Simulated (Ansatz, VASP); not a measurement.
## CdSe in VASP and in Ansatz

```
Cd Se
1.0
     0.00000    3.07027    3.07027
     3.07027    0.00000    3.07027
     3.07027    3.07027    0.00000
Cd Se
1 1
Direct
  0.00000 0.00000 0.00000
  0.25000 0.25000 0.25000
```

Alike in both runs: task single point; functional PBE; k mesh 8 × 8 × 8; occupations gaussian, width 0.023 eV; no spin polarisation.

|  | VASP | Ansatz |
| --- | --- | --- |
| version | VASP 6.6.1 | Ansatz 0.2.0 |
| potentials or method | VASP PAW PBE potentials, release 64 (Cd, Se), cutoff 520 eV | all-electron LAPW, scalar-relativistic |

Ansatz gave:

- gap on the k mesh at the Fermi level (eV): 0.55
- least direct gap on the mesh (eV): 0.55
- pressure (GPa): 1.3

Which values does VASP return?

gap on the k mesh at the Fermi level (eV): 0.55; least direct gap on the mesh (eV): 0.55; pressure (GPa): 1.6.

Ansatz ran all-electron here, and VASP with PAW potentials.
